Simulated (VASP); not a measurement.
# Sb (P1) in VASP: further runs, part 2 of 2

VASP 6.6.1. Earlier steps stand in the parts before.

### 3 Single point, PBEsol

Contents of INCAR:

```
SYSTEM = Sb
  PREC = Accurate
  ENCUT = 520
  EDIFF = 1E-6
  ISMEAR = -1
  SIGMA = 0.08
  LREAL = .FALSE.
  LASPH = .TRUE.
  NELM = 60
  ALGO = Normal
  ISIF = 2
  LWAVE = .FALSE.
  LCHARG = .FALSE.
  GGA = PS
  NBANDS = 18
```

Contents of KPOINTS:

```
regular mesh
0
G
  3 5 5
  0 0 0
```

Contents of POSCAR:

```
Sb
1.0
    4.3084000000      2.4874558998      7.5160000000
   -2.1542000000      1.2437279499      3.7580000000
    0.0000000000     -2.4874558998      3.7580000000
Sb
4
Direct
    0.1159755938      0.2293219053      0.2239642674
    0.6078584202      0.2393594921      0.2345782710
    0.4061774975      0.7393729135      0.7546185524
    0.8699883791      0.7919459347      0.7868388824
```

Potentials or basis: VASP PAW PBE potentials, release 64 (Sb).

Launch:

```bash
cat potpaw_PBE.64/Sb/POTCAR > POTCAR
mpirun -np 1 vasp_std > vasp.out
```

OUTCAR:

```text
SYSTEM = Sb
   PREC = Accurate
   ENCUT = 520
   EDIFF = 1E-6
   ISMEAR = -1
   LREAL = .FALSE.
   LASPH = .TRUE.
   NELM = 60
   ISIF = 2
   GGA = PS

 ion  position               nearest neighbor table
   1  0.116  0.229  0.224-   4 2.90   4 2.91   3 3.00   3 3.44   3 3.50   4 3.54
   2  0.608  0.239  0.235-   3 2.75   4 2.79   3 2.82   3 3.25   4 3.41   4 3.41
   3  0.406  0.739  0.755-   2 2.75   2 2.82   1 3.00   2 3.25   1 3.44   1 3.50
   4  0.870  0.792  0.787-   2 2.79   1 2.90   1 2.91   2 3.41   2 3.41   1 3.54

  LATTYP: Found a base centered monoclinic cell.
 ALAT       =     7.9169244567
[... 706 lines left out ...]
  -------------------------------------------------------------------------------------
  Total        1.7527211      1.6977779      1.3811670     -0.3951877     -0.4386025      0.0493069
  in kB       23.2420246     22.5134482     18.3150174     -5.2404012     -5.8161055      0.6538359
  external PRESSURE =      21.3568301 kB  Pullay stress =       0.0000000 kB

 VOLUME and BASIS-vectors are now :
 -----------------------------------------------------------------------------
  energy-cutoff  :      520.00
  volume of cell :      120.82
      direct lattice vectors                 reciprocal lattice vectors
     4.308400000  2.487455900  7.516000000     0.116052363  0.067002863  0.044349831
    -2.154200000  1.243727950  3.758000000    -0.232104726  0.134005726  0.088699663
     0.000000000 -2.487455900  3.758000000     0.000000000 -0.268011452  0.088699663

 POSITION                                       TOTAL-FORCE (eV/Angst)
 -----------------------------------------------------------------------------------
      0.00566      0.01660      2.57512         0.005361      0.023840      0.242425
      2.10327      1.22622      6.34972         0.275386     -0.136865      1.209570
      0.15722      0.05285      8.66725        -1.193817     -0.350456     -0.844881
      2.04225      1.19180     12.47191         0.913071      0.463481     -0.607115
 -----------------------------------------------------------------------------------
    total drift:                                0.000043      0.000019      0.000043

  FREE ENERGIE OF THE ION-ELECTRON SYSTEM (eV)
  ---------------------------------------------------
  free  energy   TOTEN  =       -17.9917058270 eV

  energy  without entropy=      -17.9743232839  energy(sigma->0) =      -17.98301456
```

OSZICAR:

```text
N       E                     dE             d eps       ncg     rms          rms(c)
DAV:   1     0.878807947238E+02    0.87881E+02   -0.67467E+03  1368   0.879E+02
DAV:   2    -0.118039221967E+02   -0.99685E+02   -0.96042E+02  1736   0.151E+02
DAV:   3    -0.179665653959E+02   -0.61626E+01   -0.60157E+01  1762   0.406E+01
DAV:   4    -0.180388463689E+02   -0.72281E-01   -0.72156E-01  1678   0.486E+00
DAV:   5    -0.180398105878E+02   -0.96422E-03   -0.96418E-03  1658   0.653E-01    0.435E+00
DAV:   6    -0.180085522330E+02    0.31258E-01   -0.10734E-02  1648   0.519E-01    0.264E+00
DAV:   7    -0.179916864877E+02    0.16866E-01   -0.23157E-02  1538   0.744E-01    0.815E-02
DAV:   8    -0.179916909548E+02   -0.44670E-05   -0.10885E-03  1484   0.183E-01    0.552E-02
DAV:   9    -0.179917019667E+02   -0.11012E-04   -0.13359E-04  1610   0.591E-02    0.156E-02
DAV:  10    -0.179917054742E+02   -0.35075E-05   -0.10797E-05  1612   0.163E-02    0.635E-03
DAV:  11    -0.179917058270E+02   -0.35279E-06   -0.13090E-06  1086   0.633E-03
   1 F= -.17991706E+02 E0= -.17983015E+02  d E =-.173825E-01
```

stdout:

```text
POSCAR found type information on POSCAR Sb
 POSCAR found :  1 types and       4 ions
 scaLAPACK will be used
 -----------------------------------------------------------------------------
|                                                                             |
|                                                                             |
|     You enforced a specific xc type in the INCAR file but a different       |
|     I HOPE YOU KNOW WHAT YOU ARE DOING!                                     |
|                                                                             |
 -----------------------------------------------------------------------------

 LDA part: xc-table for (Slater+PW92), standard interpolation
 POSCAR, INCAR and KPOINTS ok, starting setup
 FFT: planning ... GRIDC
 FFT: planning ... GRID_SOFT
 FFT: planning ... GRID
 WAVECAR not read
 entering main loop
```

Run time: 78 s. Hardware: 1 thread of Intel Xeon 6975P-C, shared host; peak memory 0.3 GiB.

Results:

```
Free energy            : -17.9917 eV
Pressure               : 2.1 GPa
Largest force          : 1.504 eV/Å
Band gap on the k mesh : zero (band 10 reaches 7.06 eV, above the bottom of band 11 at 6.95 eV)
```

Forces on the atoms (eV/Å):
```
Sb   0.005  0.024  0.242
Sb   0.275 -0.137  1.210
Sb  -1.194 -0.350 -0.845
Sb   0.913  0.463 -0.607
```

Stress tensor (GPa, compression positive):
```
 2.32 -0.52  0.07
-0.52  2.25 -0.58
 0.07 -0.58  1.83
```

Levels at points of the mesh, in eV from the Fermi level:
```
           k point  band 6  band 7  band 8  band 9  band 10  band 11  band 12  band 13  band 14  band 15
(0.00, 0.00, 0.00)   -2.16   -1.86   -1.77   -1.68    -0.40    -0.17     0.42     0.82     1.74     2.56
```

Caveat: the PAW data sets were made with another functional, which shifts forces and pressure a little; spin-orbit coupling is left out, which moves the levels of the heavy elements.
